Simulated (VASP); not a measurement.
Si, 2 atoms in the cell. The cell holds a sheet with vacuum, 2 atoms: a = 2.446 Å, b = 3.370 Å, c = 27.409 Å, α = 90.00°, β = 90.00°, γ = 90.00°. 

```yaml
Program: VASP 6.6.1
Task: relaxation of the atoms
Functional: PBE
Potentials_or_basis: VASP PAW PBE potentials, release 64 (Si)
Cutoff: 520 eV
k_mesh: 11 × 8 × 1
Occupations: fermi-dirac, width 0.05 eV
Spin: no spin polarisation
Dipole_correction: no
Further_INCAR_settings: ALGO = Normal; EDIFF = 1e-06; IBRION = 2; EDIFFG = -0.005; NSW = 80
```

Potentials or basis: VASP PAW PBE potentials, release 64 (Si).

The run is started by

```console
$ cat potpaw_PBE.64/Si/POTCAR > POTCAR
$ mpirun -np 1 vasp_std > vasp.out
```

Hardware: 1 thread of Intel(R) Xeon(R) Platinum 8375C CPU @ 2.90GHz (Ice Lake), with other jobs on the host.

Q: Estimate the wall time of this run.

A: It took 2.1 min on 1 thread of Intel(R) Xeon(R) Platinum 8375C CPU @ 2.90GHz (Ice Lake), on a shared host, peak memory 0.33 GiB. Counts: scf iterations 39, k points 30, ion steps 5.
